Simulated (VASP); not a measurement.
Wanted: the native input for a VASP 6.6.1 run.

```yaml
Task: single point
Functional: r2SCAN
Potentials_or_basis: VASP PAW PBE potentials, release 64 (Co)
Cutoff: 520 eV
k_mesh: 16 × 16 × 16
Occupations: fermi-dirac, width 0.1 eV
Spin: no spin polarisation
Dipole_correction: no
Further_INCAR_settings: ALGO = Normal; EDIFF = 1e-06; NBANDS = 10
```

Crystal: Co.

```
Co
1.0
     2.22174    0.00000    0.00000
     0.00000    2.22174    0.00000
     0.00000    0.00000    2.22174
Co
1
Direct
  0.00000 0.00000 0.00000
```

This cell differs from its parent crystal: volume scaled by 0.96.

These files were run (other wordings do the same):

POSCAR

```
Co
1.0
    2.2217351727      0.0000000000      0.0000000000
    0.0000000000      2.2217351727      0.0000000000
    0.0000000000      0.0000000000      2.2217351727
Co
1
Direct
    0.0000000000      0.0000000000      0.0000000000
```

INCAR.step1

```
PREC = Accurate
ENCUT = 520
ISMEAR = -1
SIGMA = 0.1
LREAL = False
LASPH = True
NELM = 100
NBANDS = 10
GGA = PE
ALGO = Normal
EDIFF = 1E-4
LWAVE = True
LCHARG = False
```

INCAR.step2

```
PREC = Accurate
ENCUT = 520
EDIFF = 1E-6
ISMEAR = -1
SIGMA = 0.1
LREAL = False
LASPH = True
NELM = 100
ALGO = Normal
ISIF = 2
LWAVE = False
LCHARG = False
METAGGA = R2SCAN
LMIXTAU = True
NBANDS = 10
ISTART = 1
```

KPOINTS

```
regular mesh
0
Gamma
  16 16 16
```

Potentials or basis: VASP PAW PBE potentials, release 64 (Co).

Command:

```console
$ cat potpaw_PBE.64/Co/POTCAR > POTCAR
$ cp INCAR.step1 INCAR
$ mpirun -np 1 vasp_std > vasp.out
$ cp INCAR.step2 INCAR
$ mpirun -np 1 vasp_std > vasp.out
```

It gave:

```yaml
Pressure: 8.9 GPa
```

Caveat: the PAW data sets were made with another functional, which shifts forces and pressure a little; the run has no spin polarisation, though such a crystal can be magnetic.

It took 63 s on 1 thread of AMD EPYC 7R13 Processor (Zen 3), with other jobs on the host, peak memory 0.1 GiB.
